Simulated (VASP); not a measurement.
Crystal: NbBr3 (ReO3 type).

```
CELL_PARAMETERS angstrom
5.11065 0.00000 0.00000
0.00000 5.11065 0.00000
0.00000 0.00000 5.11065
ATOMIC_POSITIONS crystal
Nb 0.00000 0.00000 0.00000
Br 0.50000 0.00000 0.00000
Br 0.00000 0.50000 0.00000
Br 0.00000 0.00000 0.50000
```

* Program: VASP 6.6.1
* Task: relaxation of cell and atoms
* Functional: r2SCAN
* Potentials or basis: VASP PAW PBE potentials, release 64 (Nb_sv, Br)
* Cutoff: 600 eV
* k mesh: 7 × 7 × 7
* Occupations: fermi-dirac, width 0.08 eV
* Spin: no spin polarisation

At the start: pressure 1.7 GPa; volume 33.37 Å³/atom.

Question: How do energy, volume and symmetry change on relaxing?

Answer: Over 3 steps the energy falls by 6.0 meV/atom and the volume is 34.52 Å³/atom (+3.4 %); space group Pm-3m (No. 221, to 0.05 Å).

Step by step:
| step | energy change (eV) | largest force (eV/Å) | pressure (GPa) | volume (Å³) |
| --- | --- | --- | --- | --- |
| 1 | 0.0000 | 0.0000 | 1.73 | 133.48 |
| 2 | -0.0174 | 0.0000 | -0.83 | 140.58 |
| 3 | -0.0240 | 0.0000 | -0.01 | 138.06 |

Final structure:
```
Nb Br
1.0
     5.16840    0.00000    0.00000
     0.00000    5.16840    0.00000
     0.00000    0.00000    5.16840
Nb Br
1 3
Direct
  0.00000 0.00000 0.00000
  0.50000 0.00000 0.00000
  0.00000 0.50000 0.00000
  0.00000 0.00000 0.50000
```

Caveat: the PAW data sets were made with another functional, which shifts forces and pressure a little.
